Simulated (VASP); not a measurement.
# ZrB (R-3m) in VASP: notebook, part 3 of 3

VASP 6.6.1.

## 4. Single point, PBE

This run uses another cell than the first one, of 13.91 Å³/atom.

The input, INCAR:

```
SYSTEM = ZrB
PREC = Accurate
ENCUT = 520
EDIFF = 1E-6
ISMEAR = 0
SIGMA = 0.1
LREAL = .FALSE.
LASPH = .TRUE.
NELM = 100
ALGO = Normal
ISIF = 2
LWAVE = .FALSE.
LCHARG = .FALSE.
GGA = PE
NBANDS = 23
```

The input, KPOINTS:

```
regular mesh
0
G
  12 12 12
  0 0 0
```

The input, POSCAR:

```
ZrB
1.0
    1.5962435308      0.9215916322      6.3020810044
   -1.5962435308      0.9215916322      6.3020810044
    0.0000000000     -1.8431832644      6.3020810044
Zr B
2 2
Direct
    0.9090872751      0.9090872751      0.9090872751
    0.0909127249      0.0909127249      0.0909127249
    0.6663638424      0.6663638424      0.6663638424
    0.3336361576      0.3336361576      0.3336361576
```

Potentials or basis: VASP PAW PBE potentials, release 64 (Zr_sv, B).

Launch:

```
$ cat potpaw_PBE.64/Zr_sv/POTCAR potpaw_PBE.64/B/POTCAR > POTCAR
$ mpirun -np 1 vasp_std > vasp.out
```

OUTCAR:

```text
SYSTEM = ZrB
   PREC = Accurate
   ENCUT = 520
   EDIFF = 1E-6
   ISMEAR = 0
   LREAL = .FALSE.
   LASPH = .TRUE.
   NELM = 100
   ISIF = 2
   GGA = PE

 ion  position               nearest neighbor table
   1  0.909  0.909  0.909-   3 2.52   3 2.52   3 2.52   4 2.52   4 2.52   4 2.52   2 3.41   2 3.41
                             2 3.41   2 3.44
   2  0.091  0.091  0.091-   4 2.52   4 2.52   4 2.52   3 2.52   3 2.52   3 2.52   1 3.41   1 3.41
                             1 3.41   1 3.44
   3  0.666  0.666  0.666-   4 1.84   4 1.84   4 1.84   1 2.52   1 2.52   1 2.52   2 2.52   2 2.52
                             2 2.52
   4  0.334  0.334  0.334-   3 1.84   3 1.84   3 1.84   2 2.52   2 2.52   2 2.52   1 2.52   1 2.52
                             1 2.52

  LATTYP: Found a trigonal (rhomboedric) cell.
 ALAT       =     6.5660908867
 COS(alpha) =     0.8818008057

  Lattice vectors:

 A1 = (   1.5962435308,   0.9215916322,   6.3020810044)
 A2 = (  -1.5962435308,   0.9215916322,   6.3020810044)
 A3 = (   0.0000000000,  -1.8431832644,   6.3020810044)

Analysis of symmetry for initial positions (statically):
=====================================================================
 Subroutine PRICEL returns:
 Original cell was already a primitive cell.

 Routine SETGRP: Setting up the symmetry group for a
 trigonal (rhombohedral) supercell.

 Subroutine GETGRP returns: Found 12 space group operations
 (whereof 12 operations were pure point group operations)
 out of a pool of 12 trial point group operations.

The static configuration has the point symmetry D_3d.

Analysis of symmetry for dynamics (positions and initial velocities):
=====================================================================
 Subroutine PRICEL returns:
 Original cell was already a primitive cell.

 Routine SETGRP: Setting up the symmetry group for a
 trigonal (rhombohedral) supercell.

 Subroutine GETGRP returns: Found 12 space group operations
 (whereof 12 operations were pure point group operations)
 out of a pool of 12 trial point group operations.

The dynamic configuration has the point symmetry D_3d.

 Subroutine INISYM returns: Found 12 space group operations
 (whereof 12 operations are pure point group operations),
 and found     1 'primitive' translations

----------------------------------------------------------------------------------------

                                     Primitive cell

  volume of cell :      55.6254

  direct lattice vectors                    reciprocal lattice vectors
     1.596243531  0.921591632  6.302081004     0.313235412  0.180846549  0.052892582
    -1.596243531  0.921591632  6.302081004    -0.313235412  0.180846549  0.052892582
     0.000000000 -1.843183264  6.302081004     0.000000000 -0.361693099  0.052892582

  length of vectors
     6.566090887  6.566090887  6.566090887     0.365540043  0.365540043  0.365540043

  position of ions in fractional coordinates (direct lattice)
     0.909087275  0.909087275  0.909087275
     0.090912725  0.090912725  0.090912725
     0.666363842  0.666363842  0.666363842
     0.333636158  0.333636158  0.333636158

  ion indices of the primitive-cell ions
   primitive index   ion index
                 1           1
                 2           2
                 3           3
                 4           4

----------------------------------------------------------------------------------------

 KPOINTS: regular mesh

Automatic generation of k-mesh.
 Grid dimensions read from file:
 generate k-points for:   12   12   12

 Generating k-lattice:

  Cartesian coordinates                     Fractional coordinates (reciprocal lattice)
     0.026102951  0.015070546  0.004407715     0.083333333  0.000000000  0.000000000
    -0.026102951  0.015070546  0.004407715     0.000000000  0.083333333  0.000000000
     0.000000000 -0.030141092  0.004407715     0.000000000  0.000000000  0.083333333

  Length of vectors
     0.030461670  0.030461670  0.030461670

  Shift w.r.t. Gamma in fractional coordinates (k-lattice)
     0.000000000  0.000000000  0.000000000

 Subroutine IBZKPT returns following result:
 ===========================================

 Found    189 irreducible k-points:

 Following reciprocal coordinates:
            Coordinates               Weight
  0.000000  0.000000  0.000000      1.000000
  0.083333 -0.000000 -0.000000      6.000000
  0.166667  0.000000  0.000000      6.000000
  0.250000 -0.000000 -0.000000      6.000000
  0.333333  0.000000  0.000000      6.000000
  0.416667 -0.000000 -0.000000      6.000000
[... 16 lines left out ...]
  0.500000  0.166667  0.000000     12.000000
 -0.416667  0.166667  0.000000     12.000000
 [... further k-points ...]
   k-points           NKPTS =    189   k-points in BZ     NKDIM =    189   number of bands    NBANDS=     23
   number of dos      NEDOS =    301   number of ions     NIONS =      4
   total plane-waves  NPLWV = 125000
   dimension x,y,z NGX =    50 NGY =   50 NGZ =   50
   dimension x,y,z NGXF=   100 NGYF=  100 NGZF=  100
   ions per type =               2   2
   NGX,Y,Z   is equivalent  to a cutoff of  12.66, 12.66, 12.66 a.u.
   NGXF,Y,Z  is equivalent  to a cutoff of  25.32, 25.32, 25.32 a.u.
 SYSTEM =  ZrB
   PREC   = accura    normal or accurate (medium, high low for compatibility)
   ISTART =      0    job   : 0-new  1-cont  2-samecut
   ICHARG =      2    charge: 1-file 2-atom 10-const
   ISPIN  =      1    spin polarized calculation?
   LNONCOLLINEAR =      F non collinear calculations
   LSORBIT =      F    spin-orbit coupling
   LASPH  =      T    aspherical Exc in radial PAW
   ENCUT  =  520.0 eV  38.22 Ry    6.18 a.u.  12.21 12.21 12.21*2*pi/ulx,y,z
   NELM   =    100;   NELMIN=  2; NELMDL= -5     # of ELM steps
   EDIFF  = 0.1E-05   stopping-criterion for ELM
   LREAL  =      F    real-space projection
   EDIFFG = 0.1E-04   stopping-criterion for IOM
   NSW    =      0    number of steps for IOM
   IBRION =     -1    ionic relax: 0-MD 1-quasi-New 2-CG
   NFREE  =      0    steps in history (QN), initial steepest desc. (CG)
   ISIF   =      2    stress and relaxation
   ISYM   =      2    0-nonsym 1-usesym 2-fastsym
   POTIM  = 0.5000    time-step for ionic-motion
   TEBEG  =    0.0;   TEEND  =   0.0 temperature during run
   PSTRESS=    0.0 pullay stress
   NELECT =      30.0000    total number of electrons
   NUPDOWN=      -1.0000    fix difference up-down
   EMIN   =  10.00;   EMAX   =-10.00  energy-range for DOS
   EFERMI =   0.00;   METHOD = LEGACY
   ISMEAR =     0;   SIGMA  =   0.10  broadening in eV -4-tet -1-fermi 0-gaus
   EFERMI_NEDOS =   21; number of points for ismear=-14 and -15
   IALGO  =     38    algorithm
   IMIX   =      4    mixing-type and parameters
     AMIX     =   0.40;   BMIX     =  1.00
     AMIX_MAG =   1.60;   BMIX_MAG =  1.00
  volume/ion in A,a.u.               =      13.91        93.84
  Fermi-wavevector in a.u.,A,eV,Ry     =   1.332573  2.518197 24.160550  1.775750
  Thomas-Fermi vector in A             =   2.461497
   LORBIT       =      0    0 simple, 1 ext, 2 COOP (PROOUT), +10 PAW based schemes
   GGA     = PE    functional components
   LHFCALC =     F    Hartree Fock is set to
   AEXX    =    0.0000 exact exchange contribution
   IVDW    =     0    specifies the selected vdW correction
   LEPSILON=     F    determine dielectric tensor
   LRPA    =     F    only Hartree local field effects (RPA)
 non-spin polarized calculation
 Gauss-broadening in eV      SIGMA  =   0.10
  energy-cutoff  :      520.00
  volume of cell :       55.63
 maximum number of plane-waves:      1515
 NGX is ok and might be reduce to    50
   NGX = 25   NGY = 25   NGZ = 25

 number of electron      30.0000000 magnetization

 Free energy of the ion-electron system (eV)
  ---------------------------------------------------
  ext. energy  EPLUGINS =         0.00000000
  ---------------------------------------------------
  free energy    TOTEN  =       -33.37247297 eV

  energy without entropy =      -33.36607115  energy(sigma->0) =      -33.36927206

 E-fermi :   9.1835     XC(G=0): -11.6928

 val. band max:        9.1788569107   @ k =   0.4167   0.2500   0.2500
 cond. band min:       9.1855007235   @ k =  -0.3333   0.5000   0.2500
 fundamental gap:      0.0066438128
 Fermi energy:         9.1835037026

 k-point     1 :       0.0000    0.0000    0.0000
  band No.  band energies     occupation
      1     -39.3013      2.00000
      2     -39.2550      2.00000
      3     -17.7671      2.00000
      4     -17.2578      2.00000
      5     -16.9084      2.00000
      6     -16.9084      2.00000
[... 613 lines left out ...]
     22      15.6592      0.00000
     23      16.2687      0.00000

 [... further k-points ...]
[... 5 lines left out ...]
  --------------------------------------------------------------------------------------
  -------------------------------------------------------------------------------------
  Total        0.0408347      0.0408347      0.0413601      0.0000000      0.0000000      0.0000000
  in kB        1.1761612      1.1761612      1.1912955      0.0000000      0.0000000      0.0000000
  external PRESSURE =       1.1812059 kB  Pullay stress =       0.0000000 kB

 VOLUME and BASIS-vectors are now :
 -----------------------------------------------------------------------------
  energy-cutoff  :      520.00
  volume of cell :       55.63
      direct lattice vectors                 reciprocal lattice vectors
     1.596243531  0.921591632  6.302081004     0.313235412  0.180846549  0.052892582
    -1.596243531  0.921591632  6.302081004    -0.313235412  0.180846549  0.052892582
     0.000000000 -1.843183264  6.302081004     0.000000000 -0.361693099  0.052892582

 POSITION                                       TOTAL-FORCE (eV/Angst)
 -----------------------------------------------------------------------------------
      0.00000      0.00000     17.18742         0.000000      0.000000     -0.011719
      0.00000      0.00000      1.71882         0.000000      0.000000      0.011719
      0.00000      0.00000     12.59844         0.000000     -0.000000      0.007251
      0.00000      0.00000      6.30781         0.000000      0.000000     -0.007251
 -----------------------------------------------------------------------------------
    total drift:                               -0.000000     -0.000000      0.000000

  FREE ENERGIE OF THE ION-ELECTRON SYSTEM (eV)
  ---------------------------------------------------
  free  energy   TOTEN  =       -33.3724729722 eV

  energy  without entropy=      -33.3660711538  energy(sigma->0) =      -33.36927206
```

OSZICAR:

```text
N       E                     dE             d eps       ncg     rms          rms(c)
DAV:   1     0.236752328826E+03    0.23675E+03   -0.15725E+04  8694   0.129E+03
DAV:   2    -0.189760585841E+02   -0.25573E+03   -0.24570E+03 10217   0.365E+02
DAV:   3    -0.374322880218E+02   -0.18456E+02   -0.18265E+02 15951   0.747E+01
DAV:   4    -0.379566705135E+02   -0.52438E+00   -0.52353E+00 10670   0.130E+01
DAV:   5    -0.379783117763E+02   -0.21641E-01   -0.21639E-01 13802   0.185E+00    0.226E+01
DAV:   6    -0.333661172842E+02    0.46122E+01   -0.17649E+01 10115   0.224E+01    0.888E+00
DAV:   7    -0.333659249766E+02    0.19231E-03   -0.24615E+00 11177   0.849E+00    0.368E+00
DAV:   8    -0.333707429945E+02   -0.48180E-02   -0.13639E-01 11518   0.202E+00    0.114E+00
DAV:   9    -0.333723602516E+02   -0.16173E-02   -0.11745E-02 11689   0.927E-01    0.235E-01
DAV:  10    -0.333724624209E+02   -0.10217E-03   -0.14589E-03 10940   0.316E-01    0.414E-02
DAV:  11    -0.333724793640E+02   -0.16943E-04   -0.10602E-04 12362   0.858E-02    0.156E-02
DAV:  12    -0.333724725927E+02    0.67713E-05   -0.17115E-05 11585   0.299E-02    0.772E-03
DAV:  13    -0.333724729722E+02   -0.37951E-06   -0.16539E-06  7992   0.100E-02
   1 F= -.33372473E+02 E0= -.33369272E+02  d E =-.640182E-02
```

It took 23 min on 1 thread of Intel Xeon Platinum 8375C at 2.90GHz (Ice Lake), shared host; peak memory 0.47 GiB.

Results:

- Free energy: -33.3725 eV
- Pressure: 0.1 GPa
- Largest force: 0.012 eV/Å
- Band gap on the k mesh: zero (bands 15 and 16 overlap by 1.48 eV)

Forces on the atoms (eV/Å):
```
Zr   0.000  0.000 -0.012
Zr   0.000  0.000  0.012
B    0.000  0.000  0.007
B    0.000  0.000 -0.007
```

## 5. Relaxation of cell and atoms, PBE

The input, INCAR:

```
PREC = Accurate
ENCUT = 600
EDIFF = 1E-7
ISMEAR = 0
SIGMA = 0.1
LREAL = F
LASPH = T
NELM = 100
ALGO = Normal
ISIF = 3
LWAVE = F
LCHARG = F
GGA = PE
IBRION = 2
NSW = 100
EDIFFG = -0.01
```

The input, KPOINTS:

```
Automatic mesh
0
Gamma
  12 12 12
```

The input, POSCAR:

```
ZrB
1.0
    1.5956328712      0.9212390677      6.2879393810
   -1.5956328712      0.9212390677      6.2879393810
    0.0000000000     -1.8424781354      6.2879393810
Zr B
2 2
Direct
    0.9087978394      0.9087978394      0.9087978394
    0.0912021606      0.0912021606      0.0912021606
    0.6664050183      0.6664050183      0.6664050183
    0.3335949817      0.3335949817      0.3335949817
```

Launch:

```
$ cat potpaw_PBE.64/Zr_sv/POTCAR potpaw_PBE.64/B/POTCAR > POTCAR
$ mpirun -np 1 vasp_std > vasp.out
```

Wall time 84 min (1 thread of Intel Xeon Platinum 8375C at 2.90GHz (Ice Lake), shared host); peak memory 0.59 GiB.

The run converged. Its results:

```yaml
Free_energy: -33.3743 eV
Relaxed_volume: 13.91 Å³/atom
Relaxed_cell: a = 6.566 Å, b = 6.566 Å, c = 6.566 Å, α = 28.15°, β = 28.15°, γ = 28.15°
Space_group_after_relaxing_to_0.1_Å: R-3m (No. 166)
Energy_gained_by_relaxing: 0.1 meV/atom
Ionic_steps: 5
Pressure_after_relaxing: 0.0 GPa
Band_gap_on_the_k_mesh: zero (bands 15 and 16 overlap by 1.48 eV)
```

The path:
```tsv
step	energy change (eV)	largest force (eV/Å)	pressure (GPa)	volume (Å³)
1	0.0000	0.0428	0.41	55.46
2	-0.0002	0.0527	-0.40	55.74
3	-0.0003	0.0490	-0.13	55.64
4	-0.0005	0.0101	-0.02	55.65
5	-0.0005	0.0011	0.01	55.65
```

Final structure:
```
Zr B
1.0
     1.59665    0.92183    6.30194
    -1.59665    0.92183    6.30194
     0.00000   -1.84366    6.30194
Zr B
2 2
Direct
  0.90906 0.90906 0.90906
  0.09094 0.09094 0.09094
  0.66639 0.66639 0.66639
  0.33361 0.33361 0.33361
```

Levels at points of the mesh, in eV from the Fermi level:
| k point | band 11 | band 12 | band 13 | band 14 | band 15 | band 16 | band 17 | band 18 | band 19 |
| --- | --- | --- | --- | --- | --- | --- | --- | --- | --- |
| (0.00, 0.00, 0.00) | -2.98 | -1.87 | -1.87 | -0.55 | 1.10 | 1.12 | 1.12 | 1.64 | 1.64 |
| (0.50, 0.00, 0.00) | -3.68 | -3.07 | -2.73 | -1.44 | -0.54 | 0.38 | 2.05 | 3.63 | 4.44 |
| (0.50, 0.50, 0.00) | -3.77 | -3.06 | -2.99 | -2.02 | -0.14 | 0.64 | 3.54 | 3.80 | 4.61 |
| (0.50, 0.50, 0.50) | -2.29 | -1.89 | -1.89 | -0.95 | 1.06 | 1.06 | 1.58 | 1.58 | 1.85 |

## 6. Overview

| task | cell | k mesh | cutoff (eV) | smearing | gap on the mesh (eV) | pressure (GPa) | relaxed volume (Å³/atom) | largest force (eV/Å) |
| --- | --- | --- | --- | --- | --- | --- | --- | --- |
| single point | a = 6.552 Å, angles 28.2°, 4 atoms, atomic positions A | 7 × 7 × 7 | 520 | gaussian 0.2 eV | none | 0.5 | - | 0.01 |
| relaxation of cell and atoms | relaxed from a = 5.735 Å, angles 31.6°, 4 atoms, atomic positions B | 7 × 7 × 7 | 600 | gaussian 0.2 eV | none | 0.0 | 13.90 | 0.05 |
| single point | a = 6.566 Å, angles 28.1°, 4 atoms, atomic positions C | 12 × 12 × 12 | 520 | gaussian 0.1 eV | none | 0.1 | - | 0.01 |
| relaxation of cell and atoms | relaxed from a = 6.552 Å, angles 28.2°, 4 atoms, atomic positions A | 12 × 12 × 12 | 600 | gaussian 0.1 eV | none | 0.0 | 13.91 | - |

Alike in all rows: level PBE; potentials or basis VASP PAW PBE potentials, release 64 (Zr_sv, B); no spin polarisation.

Caveats: the volume moved by over 15 % at a fixed basis, so the end points are rough (at least some runs); the relaxation stopped at a loose force limit of 0.08 eV/Å, so its end isn't a converged minimum (at least some runs).

Absolute energies hang on the potentials; compare differences alone.

The gap in the log of VASP goes by the Fermi energy; the results here count the filled bands.